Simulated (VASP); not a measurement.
Runs of VASP 6.6.1 on HfO2. The structure is that of space group Pm (No. 6), or close to it. The cells are those of the table. 

| cell | gap on the mesh (eV) | pressure (GPa) | largest force (eV/Å) |
| --- | --- | --- | --- |
| a = 4.789, b = 3.186, c = 10.316 Å, angles 90.0, 68.2, 90.0°, 12 atoms | (a) | 11.5 | 27.33 |
| a = 4.789, b = 3.186, c = 9.873 Å, angles 90.0, 76.0, 90.0°, 12 atoms | 0.51 | 7.6 | 13.58 |
| a = 4.789, b = 3.186, c = 9.590 Å, angles 90.0, 87.1, 90.0°, 12 atoms | 3.96 | 1.5 | 4.02 |
| a = 4.789, b = 3.186, c = 9.685 Å, angles 90.0, 81.5, 90.0°, 12 atoms | 2.48 | (c) | 8.18 |
| a = 4.789, b = 3.186, c = 10.147 Å, angles 90.0, 70.7, 90.0°, 12 atoms | 0.47 | (b) | 43.15 |
| a = 4.789, b = 3.186, c = 10.503 Å, angles 90.0, 65.8, 90.0°, 12 atoms | 3.02 | 0.8 | 8.22 |

Alike in all rows: task single point; level LDA; potentials or basis VASP PAW LDA potentials, release 64 (Hf_pv, O); no spin polarisation; k mesh 5 × 7 × 3; cutoff (eV) 520; smearing gaussian 0.05 eV.

Estimate the missing entries.

(a) 1.59; (b) 20.2; (c) 5.3.

Caveats: spin-orbit coupling is left out, which moves the levels of the heavy elements; forces of over 1 eV/Å act on the atoms, so gaps and moduli don't describe the material at rest; semilocal functionals underestimate gaps, and a narrow one can read as zero (at least some runs); the stress differs along the axes, from -5 to 38 GPa (at least some runs); the stress differs along the axes, from -7 to 28 GPa (at least some runs); the stress differs along the axes, from -2 to 5 GPa (at least some runs); the stress differs along the axes, from -6 to 17 GPa (at least some runs).

A k mesh can miss the band edges, and the runs leave out spin-orbit coupling on Hf.
